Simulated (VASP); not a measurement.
# La3In (P1) in VASP: relaxation of cell and atoms with LDA

Aim: the relaxation of cell and atoms of La3In with LDA.

All numbers are computed with VASP 6.6.1; they aren't measurements. Logs are shortened: lines on timing, memory, paths and dates and some standing lists are left out, and cuts for length are marked.

### Step 1. The cell of the first run

The typed cell holds 4 atoms: a = 5.012 Å, b = 5.004 Å, c = 4.955 Å, α = 90.53°, β = 90.00°, γ = 88.88°.

### Step 2. Relaxation of cell and atoms, LDA

Contents of INCAR:

```
PREC = Accurate ; ENCUT = 600
EDIFF = 1E-6 ; ISMEAR = -1
SIGMA = 0.0368 ; LREAL = F
LASPH = T ; NELM = 100
ALGO = Normal ; ISIF = 3
LWAVE = F ; LCHARG = F
GGA = CA ; IBRION = 2
NSW = 60 ; EDIFFG = -0.01
```

Contents of KPOINTS:

```
Automatic mesh
0
Gamma
  4 4 4
  0 0.5 0
```

Contents of POSCAR:

```
La3In
1.0
    5.0119517400      0.0490117600      0.0001631400
    0.0490117600      5.0041050800     -0.0228486100
    0.0001631400     -0.0228486100      4.9544497100
La In
3 1
Direct
    0.9635310000      0.4893320000      0.5349700000
    0.4812380000      0.9815900000      0.4905770000
    0.4830010000      0.4624420000      0.9711240000
    0.0157460000      0.9845280000      0.0425650000
```

Potentials or basis: VASP PAW LDA potentials, release 64 (La, In_d).

Launch:

```
$ cat potpaw_LDA.64/La/POTCAR potpaw_LDA.64/In_d/POTCAR > POTCAR
$ mpirun -np 1 vasp_std > vasp.out
```

OUTCAR:

```text
PREC = Accurate
   ENCUT = 600
   EDIFF = 1E-6
   ISMEAR = -1
   LREAL = F
   LASPH = T
   NELM = 100
   ISIF = 3
   GGA = CA
   IBRION = 2
   NSW = 60
   EDIFFG = -0.01

 ion  position               nearest neighbor table
   1  0.964  0.489  0.535-   3 3.24   3 3.39   2 3.43   4 3.50   4 3.51   4 3.53   2 3.55   4 3.59
                             2 3.60   2 3.62
   2  0.481  0.982  0.491-   4 3.22   3 3.37   1 3.43   4 3.48   3 3.54   3 3.54   1 3.55   4 3.59
                             1 3.60   1 3.62   3 3.64   4 3.83
   3  0.483  0.462  0.971-   1 3.24   2 3.37   1 3.39   4 3.40   4 3.49   2 3.54   2 3.54   4 3.57
                             2 3.64   4 3.79
   4  0.016  0.985  0.043-   2 3.22   3 3.40   2 3.48   3 3.49   1 3.50   1 3.51   1 3.53   3 3.57
                             1 3.59   2 3.59   3 3.79   2 3.83

  LATTYP: Found a triclinic cell.
 ALAT       =     8.6741512467
 B/A-ratio  =     0.5778307568
 C/A-ratio  =     0.5711800795
 COS(alpha) =     0.0000203789
 COS(beta)  =     0.5658974909
 COS(gamma) =     0.5891335720

  Lattice vectors:

 A1 = (  -5.0611266400,  -5.0302682300,  -4.9317642400)
 A2 = (  -5.0119517400,  -0.0490117600,  -0.0001631400)
 A3 = (  -0.0001631400,   0.0228486100,  -4.9544497100)

Analysis of symmetry for initial positions (statically):
=====================================================================
 Subroutine PRICEL returns:
 Original cell was already a primitive cell.

 Routine SETGRP: Setting up the symmetry group for a
 triclinic supercell.

 Subroutine GETGRP returns: Found  1 space group operations
 (whereof  1 operations were pure point group operations)
 out of a pool of  2 trial point group operations.

The static configuration has the point symmetry C_1 .

Analysis of symmetry for dynamics (positions and initial velocities):
=====================================================================
 Subroutine PRICEL returns:
 Original cell was already a primitive cell.

 Routine SETGRP: Setting up the symmetry group for a
 triclinic supercell.

 Subroutine GETGRP returns: Found  1 space group operations
 (whereof  1 operations were pure point group operations)
 out of a pool of  2 trial point group operations.

The dynamic configuration has the point symmetry C_1 .

 Subroutine INISYM returns: Found  1 space group operations
 (whereof  1 operations are pure point group operations),
 and found     1 'primitive' translations

----------------------------------------------------------------------------------------

                                     Primitive cell

  volume of cell :     124.2447

  direct lattice vectors                    reciprocal lattice vectors
     5.011951740  0.049011760  0.000163140     0.199542183 -0.001954449 -0.000015584
     0.049011760  5.004105080 -0.022848610    -0.001954449  0.199859283  0.000921762
     0.000163140 -0.022848610  4.954449710    -0.000015584  0.000921762  0.201843014

  length of vectors
     5.012191379  5.004397253  4.954502398     0.199551755  0.199870964  0.201845120

  position of ions in fractional coordinates (direct lattice)
     0.963531000  0.489332000  0.534970000
     0.481238000  0.981590000  0.490577000
     0.483001000  0.462442000  0.971124000
     0.015746000  0.984528000  0.042565000

  ion indices of the primitive-cell ions
   primitive index   ion index
                 1           1
                 2           2
                 3           3
                 4           4

----------------------------------------------------------------------------------------

 KPOINTS: Automatic mesh

Automatic generation of k-mesh.
 Grid dimensions read from file:
 generate k-points for:    4    4    4

 Generating k-lattice:

  Cartesian coordinates                     Fractional coordinates (reciprocal lattice)
     0.049885546 -0.000488612 -0.000003896     0.250000000 -0.000000000 -0.000000000
    -0.000488612  0.049964821  0.000230441    -0.000000000  0.250000000  0.000000000
    -0.000003896  0.000230441  0.050460754     0.000000000  0.000000000  0.250000000

  Length of vectors
     0.049887939  0.049967741  0.050461280

  Shift w.r.t. Gamma in fractional coordinates (k-lattice)
     0.000000000  0.500000000  0.000000000

 Subroutine IBZKPT returns following result:
 ===========================================

 Found     32 irreducible k-points:

 Following reciprocal coordinates:
            Coordinates               Weight
  0.000000  0.125000  0.000000      2.000000
  0.250000  0.125000  0.000000      2.000000
  0.500000  0.125000  0.000000      2.000000
 -0.250000  0.125000  0.000000      2.000000
  0.000000  0.375000  0.000000      2.000000
  0.250000  0.375000  0.000000      2.000000
[... 16 lines left out ...]
  0.500000 -0.125000  0.250000      2.000000
 -0.250000 -0.125000  0.250000      2.000000
 [... further k-points ...]
   k-points           NKPTS =     32   k-points in BZ     NKDIM =     32   number of bands    NBANDS=     27
   number of dos      NEDOS =    301   number of ions     NIONS =      4
   total plane-waves  NPLWV =  64000
   dimension x,y,z NGX =    40 NGY =   40 NGZ =   40
   dimension x,y,z NGXF=    80 NGYF=   80 NGZF=   80
   ions per type =               3   1
   NGX,Y,Z   is equivalent  to a cutoff of  13.27, 13.29, 13.42 a.u.
   NGXF,Y,Z  is equivalent  to a cutoff of  26.53, 26.58, 26.84 a.u.
 SYSTEM =  unknown system
   PREC   = accura    normal or accurate (medium, high low for compatibility)
   ISTART =      0    job   : 0-new  1-cont  2-samecut
   ICHARG =      2    charge: 1-file 2-atom 10-const
   ISPIN  =      1    spin polarized calculation?
   LNONCOLLINEAR =      F non collinear calculations
   LSORBIT =      F    spin-orbit coupling
   LASPH  =      T    aspherical Exc in radial PAW
   ENCUT  =  600.0 eV  44.10 Ry    6.64 a.u.  10.01 10.00  9.90*2*pi/ulx,y,z
   NELM   =    100;   NELMIN=  2; NELMDL= -5     # of ELM steps
   EDIFF  = 0.1E-05   stopping-criterion for ELM
   LREAL  =      F    real-space projection
   EDIFFG = -.1E-01   stopping-criterion for IOM
   NSW    =     60    number of steps for IOM
   IBRION =      2    ionic relax: 0-MD 1-quasi-New 2-CG
   NFREE  =      1    steps in history (QN), initial steepest desc. (CG)
   ISIF   =      3    stress and relaxation
   ISYM   =      2    0-nonsym 1-usesym 2-fastsym
   POTIM  = 0.5000    time-step for ionic-motion
   TEBEG  =    0.0;   TEEND  =   0.0 temperature during run
   PSTRESS=    0.0 pullay stress
   NELECT =      46.0000    total number of electrons
   NUPDOWN=      -1.0000    fix difference up-down
   EMIN   =  10.00;   EMAX   =-10.00  energy-range for DOS
   EFERMI =   0.00;   METHOD = LEGACY
   ISMEAR =    -1;   SIGMA  =   0.04  broadening in eV -4-tet -1-fermi 0-gaus
   EFERMI_NEDOS =   21; number of points for ismear=-14 and -15
   IALGO  =     38    algorithm
   IMIX   =      4    mixing-type and parameters
     AMIX     =   0.40;   BMIX     =  1.00
     AMIX_MAG =   1.60;   BMIX_MAG =  1.00
  volume/ion in A,a.u.               =      31.06       209.61
  Fermi-wavevector in a.u.,A,eV,Ry     =   1.175533  2.221435 18.801586  1.381878
  Thomas-Fermi vector in A             =   2.311912
   LORBIT       =      0    0 simple, 1 ext, 2 COOP (PROOUT), +10 PAW based schemes
   GGA     = CA    functional components
   LHFCALC =     F    Hartree Fock is set to
   AEXX    =    0.0000 exact exchange contribution
   IVDW    =     0    specifies the selected vdW correction
   LEPSILON=     F    determine dielectric tensor
   LRPA    =     F    only Hartree local field effects (RPA)
 conjugate gradient relaxation of ions
 non-spin polarized calculation
  energy-cutoff  :      600.00
  volume of cell :      124.24
 maximum number of plane-waves:      4166
   NGX = 21   NGY = 19   NGZ = 19

--------------------------------------- Ionic step        1  -------------------------------------------

 number of electron      45.9999999 magnetization

 Free energy of the ion-electron system (eV)
  ---------------------------------------------------
  ext. energy  EPLUGINS =         0.00000000
  ---------------------------------------------------
  free energy    TOTEN  =       -21.10740125 eV

  energy without entropy =      -21.07892371  energy(sigma->0) =      -21.09316248

------------------------ aborting loop because EDIFF is reached ----------------------------------------

  FORCE on cell =-STRESS in cart. coord.  units (eV):
  Direction    XX          YY          ZZ          XY          YZ          ZX
  --------------------------------------------------------------------------------------
  -------------------------------------------------------------------------------------
  Total       -1.3291751     -1.8487271     -1.5855835     -0.1393516      0.0586869      0.3651153
  in kB      -17.1401569    -23.8399544    -20.4466286     -1.7969852      0.7567877      4.7082834
  external PRESSURE =     -20.4755800 kB  Pullay stress =       0.0000000 kB
[... 95 lines left out ...]
  FREE ENERGIE OF THE ION-ELECTRON SYSTEM (eV)
  ---------------------------------------------------
  free  energy   TOTEN  =       -21.1932243142 eV

  energy  without entropy=      -21.1692832644  energy(sigma->0) =      -21.18125379

[... ionic steps 4 to 20 ...]

--------------------------------------- Ionic step       21  -------------------------------------------

 number of electron      46.0000000 magnetization

------------------------ aborting loop because EDIFF is reached ----------------------------------------

  FORCE on cell =-STRESS in cart. coord.  units (eV):
  Direction    XX          YY          ZZ          XY          YZ          ZX
  --------------------------------------------------------------------------------------
  -------------------------------------------------------------------------------------
  Total       -0.0056555     -0.0261154     -0.0167720      0.0021872      0.0046272     -0.0008704
  in kB       -0.0766564     -0.3539762     -0.2273330      0.0296463      0.0627186     -0.0117973
  external PRESSURE =      -0.2193219 kB  Pullay stress =       0.0000000 kB
[... 61 lines left out ...]
  energy  without entropy=      -21.2871962029  energy(sigma->0) =      -21.30002294

--------------------------------------- Ionic step       23  -------------------------------------------

 number of electron      46.0000000 magnetization

 Free energy of the ion-electron system (eV)
  ---------------------------------------------------
  ext. energy  EPLUGINS =         0.00000000
  ---------------------------------------------------
  free energy    TOTEN  =       -21.31290236 eV

  energy without entropy =      -21.28729647  energy(sigma->0) =      -21.30009941

 E-fermi :   9.0010     XC(G=0): -10.5607

 val. band max:        9.0005514452   @ k =  -0.0000   0.3750   0.5000
 cond. band min:       9.0225535106   @ k =   0.5000  -0.3750   0.2500
 fundamental gap:      0.0220020653
 Fermi energy:         9.0009602948

 k-point     1 :       0.0000    0.1250    0.0000
  band No.  band energies     occupation
      1     -23.6093      2.00000
      2     -23.1824      2.00000
      3     -23.1504      2.00000
      4      -8.0474      2.00000
      5      -8.0412      2.00000
      6      -8.0324      2.00000
[... 709 lines left out ...]
     26      10.2038      0.00000
     27      10.2508      0.00000

 [... further k-points ...]

------------------------ aborting loop because EDIFF is reached ----------------------------------------

  FORCE on cell =-STRESS in cart. coord.  units (eV):
  Direction    XX          YY          ZZ          XY          YZ          ZX
  --------------------------------------------------------------------------------------
  -------------------------------------------------------------------------------------
  Total       -0.0088652     -0.0230324     -0.0112970     -0.0032822     -0.0060691      0.0297373
  in kB       -0.1201842     -0.3122444     -0.1531511     -0.0444955     -0.0822775      0.4031412
  external PRESSURE =      -0.1951932 kB  Pullay stress =       0.0000000 kB
[... 19 lines left out ...]
  FREE ENERGIE OF THE ION-ELECTRON SYSTEM (eV)
  ---------------------------------------------------
  free  energy   TOTEN  =       -21.3129023587 eV

  energy  without entropy=      -21.2872964688  energy(sigma->0) =      -21.30009941

 reached required accuracy - stopping structural energy minimisation
```

Run time: 14 min. Hardware: 1 thread of Intel Xeon 6975P-C (Granite Rapids), shared host; peak memory 0.3 GiB.

Results:

```yaml
Free_energy: -21.3129 eV
Relaxed_volume: 29.55 Å³/atom
Relaxed_cell: a = 4.907 Å, b = 4.914 Å, c = 4.901 Å, α = 89.97°, β = 90.07°, γ = 89.99°
Space_group_after_relaxing_to_0.1_Å: Pm-3m (No. 221)
Energy_gained_by_relaxing: 51.4 meV/atom
Ionic_steps: 23
Pressure_after_relaxing: 0.0 GPa
Largest_force_after_relaxing: 0.009 eV/Å
Band_gap_on_the_k_mesh: zero (bands 23 and 24 overlap by 1.06 eV)
```

Forces in eV/Å, atoms in the order of the input:
```
La   0.001  0.008 -0.005
La  -0.002  0.000  0.009
La  -0.001 -0.008 -0.002
In   0.002  0.000 -0.003
```

Step by step:
```
step  energy change (eV)  largest force (eV/Å)  pressure (GPa)  volume (Å³)
   1              0.0000                0.6709           -2.05       124.24
   2             -0.0837                0.6155            0.44       117.24
   3             -0.0858                0.6025            0.97       115.98
   4             -0.1331                0.4062            0.68       116.40
   5             -0.1816                0.1620            0.24       117.35
   6             -0.1827                0.1413            0.18       117.49
   7             -0.1971                0.1051           -0.19       118.49
   8             -0.1986                0.0898           -0.33       118.89
   9             -0.2014                0.0547            0.29       117.44
  10             -0.2016                0.0622            0.18       117.70
  11             -0.2032                0.0422            0.04       118.06
  12             -0.2033                0.0440            0.00       118.16
  13             -0.2040                0.0351           -0.04       118.24
  14             -0.2046                0.0275           -0.08       118.33
  15             -0.2046                0.0358           -0.16       118.53
  16             -0.2048                0.0314           -0.12       118.42
  17             -0.2050                0.0269            0.08       117.91
  18             -0.2050                0.0276            0.06       118.00
  19             -0.2052                0.0212            0.03       118.05
  20             -0.2053                0.0138            0.01       118.12
  21             -0.2054                0.0117           -0.02       118.20
  22             -0.2054                0.0105           -0.05       118.27
  23             -0.2055                0.0095           -0.02       118.18
```

Final structure:
```
CELL_PARAMETERS angstrom
4.90651 -0.00025 -0.00319
0.00133 4.91432 0.00135
-0.00256 0.00086 4.90137
ATOMIC_POSITIONS crystal
La 0.98585 0.47869 0.51448
La 0.48642 0.97943 0.50425
La 0.48553 0.48027 0.01000
In 0.98571 0.97950 0.01051
```

Levels at points of the mesh, in eV from the Fermi level:
| k point | band 20 | band 21 | band 22 | band 23 | band 24 | band 25 | band 26 | band 27 |
| --- | --- | --- | --- | --- | --- | --- | --- | --- |
| (0.00, 0.12, 0.00) | -1.14 | -0.97 | -0.95 | -0.93 | -0.83 | 0.74 | 0.78 | 0.79 |

Caveat: spin-orbit coupling is left out, which moves the levels of the heavy elements.

The gap in the log of VASP goes by the Fermi energy; the results here count the filled bands.